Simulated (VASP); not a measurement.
# HfB10 (P4/mmm) in VASP: further runs, part 2 of 2

VASP 6.6.1.

### 3 Single point, PBE

This run uses another cell than the first one, of 9.56 Å³/atom.

File INCAR:

```
SYSTEM = HfB10
PREC = Accurate ; ENCUT = 520
EDIFF = 1E-6 ; ISMEAR = 0
SIGMA = 0.1 ; LREAL = .False.
LASPH = .True. ; NELM = 80
ALGO = Normal ; ISIF = 2
LWAVE = .False. ; LCHARG = .False.
GGA = PE ; NBANDS = 31
```

File KPOINTS:

```
regular mesh
0
Gamma
  10 10 6
  0 0 0
```

File POSCAR:

```
HfB10
1.0
    4.1629953981      0.0000000000      0.0000000000
    0.0000000000      4.1629953981      0.0000000000
    0.0000000000      0.0000000000      6.0656094467
Hf B
1 10
Direct
    0.0000000000      0.0000000000      0.0000000000
    0.3014614660      0.0000000000      0.6607852986
    0.6985385340      0.0000000000      0.6607852986
    0.0000000000      0.3014614660      0.6607852986
    0.0000000000      0.6985385340      0.6607852986
    0.6985385340      0.0000000000      0.3392147014
    0.3014614660      0.0000000000      0.3392147014
    0.0000000000      0.3014614660      0.3392147014
    0.0000000000      0.6985385340      0.3392147014
    0.5000000000      0.5000000000      0.3573917726
    0.5000000000      0.5000000000      0.6426082274
```

Potentials or basis: VASP PAW PBE potentials, release 64 (Hf_pv, B).

On the command line:

```
> cat potpaw_PBE.64/Hf_pv/POTCAR potpaw_PBE.64/B/POTCAR > POTCAR
> mpirun -np 1 vasp_std > vasp.out
```

OUTCAR:

```text
SYSTEM = HfB10
   PREC = Accurate
   ENCUT = 520
   EDIFF = 1E-6
   ISMEAR = 0
   LREAL = .False.
   LASPH = .True.
   NELM = 80
   ISIF = 2
   GGA = PE

 ion  position               nearest neighbor table
   1  0.000  0.000  0.000-   2 2.41   3 2.41   4 2.41   5 2.41   6 2.41   7 2.41   8 2.41   9 2.41

   2  0.301  0.000  0.661-   3 1.65   4 1.77   5 1.77   7 1.95   1 2.41
   3  0.699  0.000  0.661-   2 1.65   4 1.77   5 1.77   6 1.95   1 2.41
   4  0.000  0.301  0.661-   5 1.65   3 1.77   2 1.77   8 1.95   1 2.41
   5  0.000  0.699  0.661-   4 1.65   3 1.77   2 1.77   9 1.95   1 2.41
   6  0.699  0.000  0.339-   7 1.65   8 1.77   9 1.77   3 1.95   1 2.41
   7  0.301  0.000  0.339-   6 1.65   8 1.77   9 1.77   2 1.95   1 2.41
   8  0.000  0.301  0.339-   9 1.65   7 1.77   6 1.77   4 1.95   1 2.41
   9  0.000  0.699  0.339-   8 1.65   7 1.77   6 1.77   5 1.95   1 2.41
  10  0.500  0.500  0.357-  11 1.73
  11  0.500  0.500  0.643-  10 1.73

  LATTYP: Found a simple tetragonal cell.
 ALAT       =     4.1629953981
 C/A-ratio  =     1.4570300629

  Lattice vectors:

 A1 = (   4.1629953981,   0.0000000000,   0.0000000000)
[... 202 lines left out ...]

 k-point     1 :       0.0000    0.0000    0.0000
  band No.  band energies     occupation
      1     -25.7764      2.00000
      2     -25.7764      2.00000
      3     -25.5130      2.00000
      4      -9.8337      2.00000
      5      -5.4287      2.00000
      6      -3.6502      2.00000
[... 805 lines left out ...]
     30       9.0697      0.00000
     31      11.5712      0.00000

 [... further k-points ...]
[... 5 lines left out ...]
  --------------------------------------------------------------------------------------
  -------------------------------------------------------------------------------------
  Total       -0.0757947     -0.0757947     -0.1002392      0.0000000     -0.0000000      0.0000000
  in kB       -1.1552162     -1.1552162     -1.5277831      0.0000000     -0.0000000      0.0000000
  external PRESSURE =      -1.2794052 kB  Pullay stress =       0.0000000 kB

 VOLUME and BASIS-vectors are now :
 -----------------------------------------------------------------------------
  energy-cutoff  :      520.00
  volume of cell :      105.12
      direct lattice vectors                 reciprocal lattice vectors
     4.162995398  0.000000000  0.000000000     0.240211652  0.000000000  0.000000000
     0.000000000  4.162995398  0.000000000     0.000000000  0.240211652  0.000000000
     0.000000000  0.000000000  6.065609447     0.000000000  0.000000000  0.164863895

 POSITION                                       TOTAL-FORCE (eV/Angst)
 -----------------------------------------------------------------------------------
      0.00000      0.00000      0.00000         0.000000      0.000000      0.000000
      1.25498      0.00000      4.00807        -0.010453      0.000000      0.008324
      2.90801      0.00000      4.00807         0.010453      0.000000      0.008324
      0.00000      1.25498      4.00807         0.000000     -0.010453      0.008324
      0.00000      2.90801      4.00807         0.000000      0.010453      0.008324
      2.90801      0.00000      2.05754         0.010453      0.000000     -0.008324
      1.25498      0.00000      2.05754        -0.010453     -0.000000     -0.008324
      0.00000      1.25498      2.05754         0.000000     -0.010453     -0.008324
      0.00000      2.90801      2.05754         0.000000      0.010453     -0.008324
      2.08150      2.08150      2.16780         0.000000      0.000000     -0.010320
      2.08150      2.08150      3.89781         0.000000     -0.000000      0.010320
 -----------------------------------------------------------------------------------
    total drift:                               -0.000000      0.000000      0.000000

  FREE ENERGIE OF THE ION-ELECTRON SYSTEM (eV)
  ---------------------------------------------------
  free  energy   TOTEN  =       -66.4849211239 eV

  energy  without entropy=      -66.4624802507  energy(sigma->0) =      -66.47370069
```

OSZICAR:

```text
N       E                     dE             d eps       ncg     rms          rms(c)
DAV:   1     0.113194504740E+03    0.11319E+03   -0.18881E+04  5208   0.118E+03
DAV:   2    -0.665801751085E+02   -0.17977E+03   -0.17102E+03  6496   0.252E+02
DAV:   3    -0.757872148041E+02   -0.92070E+01   -0.89931E+01  6842   0.454E+01
DAV:   4    -0.759355856226E+02   -0.14837E+00   -0.14798E+00  6599   0.595E+00
DAV:   5    -0.759383012108E+02   -0.27156E-02   -0.27149E-02  6765   0.760E-01    0.369E+01
DAV:   6    -0.668502653193E+02    0.90880E+01   -0.26626E+01  5564   0.181E+01    0.305E+01
DAV:   7    -0.665510601018E+02    0.29921E+00   -0.23294E+00  6361   0.704E+00    0.197E+01
DAV:   8    -0.665416689375E+02    0.93912E-02   -0.78233E-01  6672   0.360E+00    0.329E+00
DAV:   9    -0.664879150584E+02    0.53754E-01   -0.20521E-01  6439   0.179E+00    0.434E-01
DAV:  10    -0.664848792686E+02    0.30358E-02   -0.15656E-02  6202   0.543E-01    0.430E-01
DAV:  11    -0.664849377778E+02   -0.58509E-04   -0.19593E-03  6460   0.187E-01    0.106E-01
DAV:  12    -0.664849194908E+02    0.18287E-04   -0.32175E-04  6483   0.742E-02    0.274E-02
DAV:  13    -0.664849189247E+02    0.56607E-06   -0.56628E-05  6475   0.307E-02    0.182E-02
DAV:  14    -0.664849209663E+02   -0.20416E-05   -0.15593E-05  6539   0.146E-02    0.472E-03
DAV:  15    -0.664849211239E+02   -0.15760E-06   -0.22224E-06  4945   0.570E-03
   1 F= -.66484921E+02 E0= -.66473701E+02  d E =-.224409E-01
```

stdout:

```text
POSCAR found type information on POSCAR HfB
 POSCAR found :  2 types and      11 ions
 scaLAPACK will be used
 LDA part: xc-table for (Slater+PW92), standard interpolation
 POSCAR, INCAR and KPOINTS ok, starting setup
 FFT: planning ... GRIDC
 FFT: planning ... GRID_SOFT
 FFT: planning ... GRID
 WAVECAR not read
 entering main loop
```

Run time: 4.5 min. Hardware: 1 thread of Intel Xeon Platinum 8375C at 2.90GHz (Ice Lake), shared host; peak memory 0.36 GiB.

Results:

```yaml
Free_energy: -66.4849 eV
Pressure: -0.1 GPa
Largest_force: 0.013 eV/Å
Band_gap_on_the_k_mesh: zero (bands 20 and 21 overlap by 1.54 eV)
```

Forces in eV/Å, atoms in the order of the input:
```
Hf   0.000  0.000  0.000
B   -0.010  0.000  0.008
B    0.010  0.000  0.008
B    0.000 -0.010  0.008
B    0.000  0.010  0.008
B    0.010  0.000 -0.008
B   -0.010  0.000 -0.008
B    0.000 -0.010 -0.008
B    0.000  0.010 -0.008
B    0.000  0.000 -0.010
B    0.000  0.000  0.010
```

Levels at points of the mesh, in eV from the Fermi level:
```
           k point  band 17  band 18  band 19  band 20  band 21  band 22  band 23  band 24
(0.00, 0.00, 0.00)    -2.09    -0.33    -0.33    -0.31     0.36     0.71     0.71     0.87
(0.50, 0.00, 0.00)    -2.20    -1.87    -0.90    -0.45     0.89     1.32     1.37     1.38
(0.50, 0.50, 0.00)    -1.73    -0.80    -0.80     1.12     1.92     2.02     2.14     2.14
(0.00, 0.00, 0.50)    -1.92    -1.32    -1.32    -0.33    -0.28    -0.28     0.16     0.61
(0.50, 0.00, 0.50)    -2.14    -1.95    -1.02    -0.66     0.19     0.76     1.16     1.58
(0.50, 0.50, 0.50)    -1.83     0.42     0.42     0.82     1.52     1.93     1.97     2.09
```

Caveat: spin-orbit coupling is left out, which moves the levels of the heavy elements.

### 4 Relaxation of cell and atoms, PBE

This run uses another cell than the first one, of 9.54 Å³/atom.

File INCAR:

```
PREC = Accurate
ENCUT = 600
EDIFF = 1E-7
ISMEAR = 0
SIGMA = 0.1
LREAL = F
LASPH = T
NELM = 60
ALGO = Normal
ISIF = 3
LWAVE = F
LCHARG = F
GGA = PE
IBRION = 2
NSW = 100
EDIFFG = -0.01
```

File KPOINTS:

```
regular mesh
0
Gamma
  10 10 6
```

File POSCAR:

```
HfB10
1.0
    4.1866926821      0.0000000000      0.0000000000
    0.0000000000      4.1866926821      0.0000000000
    0.0000000000      0.0000000000      5.9853206257
Hf B
1 10
Direct
    0.0000000000      0.0000000000      0.0000000000
    0.3009170331      0.0000000000      0.6579232612
    0.6990829669      0.0000000000      0.6579232612
    0.0000000000      0.3009170331      0.6579232612
    0.0000000000      0.6990829669      0.6579232612
    0.6990829669      0.0000000000      0.3420767388
    0.3009170331      0.0000000000      0.3420767388
    0.0000000000      0.3009170331      0.3420767388
    0.0000000000      0.6990829669      0.3420767388
    0.5000000000      0.5000000000      0.3544275103
    0.5000000000      0.5000000000      0.6455724897
```

On the command line:

```
> cat potpaw_PBE.64/Hf_pv/POTCAR potpaw_PBE.64/B/POTCAR > POTCAR
> mpirun -np 1 vasp_std > vasp.out
```

Wall time 20 min (1 thread of Intel Xeon Platinum 8375C at 2.90GHz (Ice Lake), shared host); peak memory 0.42 GiB.

Results (log left out):

| Property | Result |
| --- | --- |
| Free energy | -66.4932 eV |
| Relaxed volume | 9.55 Å³/atom |
| Relaxed cell | a = 4.163 Å, b = 4.163 Å, c = 6.062 Å, α = 90.00°, β = 90.00°, γ = 90.00° |
| Space group after relaxing (to 0.1 Å) | P4/mmm (No. 123) |
| Energy gained by relaxing | 2.7 meV/atom |
| Ionic steps | 8 |
| Pressure after relaxing | 0.0 GPa |
| Largest force after relaxing | 0.004 eV/Å |
| Band gap on the k mesh | zero (bands 20 and 21 overlap by 1.55 eV) |

Forces in eV/Å, atoms in the order of the input:
```
Hf   0.000  0.000  0.000
B   -0.002  0.000 -0.002
B    0.002  0.000 -0.002
B    0.000 -0.002 -0.002
B    0.000  0.002 -0.002
B    0.002  0.000  0.002
B   -0.002  0.000  0.002
B    0.000 -0.002  0.002
B    0.000  0.002  0.002
B    0.000  0.000  0.004
B    0.000  0.000 -0.004
```

Step by step:
| step | energy change (eV) | largest force (eV/Å) | pressure (GPa) | volume (Å³) |
| --- | --- | --- | --- | --- |
| 1 | 0.0000 | 0.2105 | -0.08 | 104.91 |
| 2 | -0.0209 | 0.1483 | 0.01 | 104.84 |
| 3 | -0.0227 | 0.2145 | 0.07 | 104.80 |
| 4 | -0.0248 | 0.2126 | 0.29 | 104.82 |
| 5 | -0.0285 | 0.1135 | 0.17 | 104.81 |
| 6 | -0.0292 | 0.0148 | 0.08 | 104.96 |
| 7 | -0.0292 | 0.0060 | 0.09 | 104.95 |
| 8 | -0.0292 | 0.0042 | -0.04 | 105.03 |

Final structure:
```cif
data_structure
_symmetry_space_group_name_H-M 'P 1'
_symmetry_Int_Tables_number 1
_cell_length_a 4.1625
_cell_length_b 4.1625
_cell_length_c 6.0618
_cell_angle_alpha 90.000
_cell_angle_beta 90.000
_cell_angle_gamma 90.000
_cell_volume 105.03
loop_
_atom_site_label
_atom_site_type_symbol
_atom_site_fract_x
_atom_site_fract_y
_atom_site_fract_z
_atom_site_occupancy
Hf1 Hf 0.00000 0.00000 0.00000 1
B1 B 0.30145 0.00000 0.66091 1
B2 B 0.69855 0.00000 0.66091 1
B3 B 0.00000 0.30145 0.66091 1
B4 B 0.00000 0.69855 0.66091 1
B5 B 0.69855 0.00000 0.33909 1
B6 B 0.30145 0.00000 0.33909 1
B7 B 0.00000 0.30145 0.33909 1
B8 B 0.00000 0.69855 0.33909 1
B9 B 0.50000 0.50000 0.35722 1
B10 B 0.50000 0.50000 0.64278 1
```

Levels at points of the mesh, in eV from the Fermi level:
```tsv
k point	band 18	band 19	band 20	band 21	band 22	band 23
(0.00, 0.00, 0.00)	-0.33	-0.33	-0.31	0.36	0.71	0.71
(0.50, 0.00, 0.00)	-1.87	-0.91	-0.45	0.89	1.32	1.37
(0.50, 0.50, 0.00)	-0.80	-0.80	1.12	1.92	2.01	2.14
(0.00, 0.00, 0.50)	-1.32	-1.32	-0.33	-0.28	-0.28	0.16
(0.50, 0.00, 0.50)	-1.95	-1.03	-0.65	0.19	0.76	1.16
(0.50, 0.50, 0.50)	0.42	0.42	0.83	1.52	1.93	1.97
```

Caveat: spin-orbit coupling is left out, which moves the levels of the heavy elements.

### 5 Summary

```csv
task,cell,k mesh,cutoff (eV),gap on the mesh (eV),pressure (GPa),relaxed volume (Å³/atom),largest force (eV/Å)
relaxation of cell and atoms,"relaxed from a = 4.628, b = 4.628, c = 4.010 Å, 11 atoms, atomic positions A",4 × 4 × 4,600,none,0.0,9.26,0.03
single point,"a = 4.163, b = 4.163, c = 6.066 Å, 11 atoms, atomic positions B",10 × 10 × 6,520,none,-0.1,-,0.01
relaxation of cell and atoms,"relaxed from a = 4.187, b = 4.187, c = 5.985 Å, 11 atoms, atomic positions C",10 × 10 × 6,600,none,0.0,9.55,-
```

Alike in all rows: level PBE; potentials or basis VASP PAW PBE potentials, release 64 (Hf_pv, B); no spin polarisation; smearing gaussian 0.1 eV.

Caveats: some runs use coarse meshes; spin-orbit coupling is left out, which moves the levels of the heavy elements; the volume moved by over 15 % at a fixed basis, so the end points are rough (at least some runs).

Total energies depend on the potentials used, so only differences within one code and one set of settings carry meaning.
